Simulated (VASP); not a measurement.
**C: single point with PBEsol**

C:

```xyz
4
Lattice="2.4996 0.0000 0.0000 -1.2498 2.1647 0.0000 0.0000 0.0000 4.1190" Properties=species:S:1:pos:R:3 pbc="T T T"
C     0.0000    1.4431   -0.0011
C     1.2498    0.7216    2.0584
C     0.0000    1.4431    1.5416
C     1.2498    0.7216    3.6011
```

This cell differs from its parent crystal: strained cell.

| Quantity | Value |
| --- | --- |
| Program | VASP 6.6.1 |
| Task | single point |
| Functional | PBEsol |
| Potentials or basis | VASP PAW PBE potentials, release 64 (C) |
| Cutoff | 520 eV |
| k mesh | 9 × 9 × 6 |
| Occupations | gaussian, width 0.02 eV |
| Spin | no spin polarisation |
| Dipole correction | no |
| Further INCAR settings | ALGO = Normal; EDIFF = 1e-06; NBANDS = 16 |

```yaml
Pressure: 5.6 GPa
Band_gap_on_the_k_mesh: 3.03 eV, indirect (least direct gap 4.81 eV)
```

Stress tensor (GPa, compression positive):
```
 0.94  0.00  0.00
 0.00  0.94  0.00
 0.00  0.00 15.01
```

Levels at points of the mesh, in eV from the valence-band top:
```csv
k point,band 6,band 7,band 8,band 9,band 10,band 11
"(0.00, 0.00, 0.00)",-0.51,0.00,0.00,4.81,4.81,5.60
"(0.00, 0.00, 0.50)",-1.97,-1.97,-1.97,7.19,7.19,7.19
```

Run time: 28 s on 1 thread of AMD EPYC 7R13 (shared host), peak memory 0.1 GiB.

Caveat: the cell differs from its parent crystal (strained cell); the PAW data sets were made with another functional, which shifts forces and pressure a little. A k mesh can miss the band edges.
